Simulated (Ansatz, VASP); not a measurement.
One calculation of Mn2Sn, two programs

```xyz
3
Lattice="0.0000 3.0224 3.0224 3.0224 0.0000 3.0224 3.0224 3.0224 0.0000" Properties=species:S:1:pos:R:3 pbc="T T T"
Mn    3.0224    3.0224    3.0224
Mn    1.5112    1.5112    1.5112
Sn    0.0000    0.0000    0.0000
```

Alike in both runs: functional PBE; k mesh 14 × 14 × 14; occupations gaussian, width 0.1 eV; collinear spin.

Ansatz relaxed the structure, and its values are those at the end. VASP's run is a single point on that final structure, the one shown.

|  | VASP | Ansatz |
| --- | --- | --- |
| version | VASP 6.6.1 | Ansatz 0.2.0 |
| potentials or method | VASP PAW PBE potentials, release 64 (Mn_pv, Sn_d), cutoff 520 eV | scalar-relativistic, plane waves, PAW |
| valence electrons in the cell | 40 | 44 |

Ansatz gave:

- gap on the k mesh at the Fermi level (eV): none
- pressure (GPa): 0.0
- net moment per atom (μB): 0.06
- size of the moment on the site where the two differ most (μB): 2.94

Q: Which values does VASP return?

A: gap on the k mesh at the Fermi level (eV): none; pressure (GPa): 0.1; net moment per atom (μB): 0.06; size of the moment on the site where the two differ most (μB): 2.99.

Site moments also hang on the region over which each program counts them. A gap of «none» marks a metal or a gap that the smearing closes. The functional is the same, so the differences come from potentials, cutoffs and numerics. VASP's potentials hold 40 valence electrons a cell and Ansatz's 44, so a difference there can come from the potentials and not from the codes.
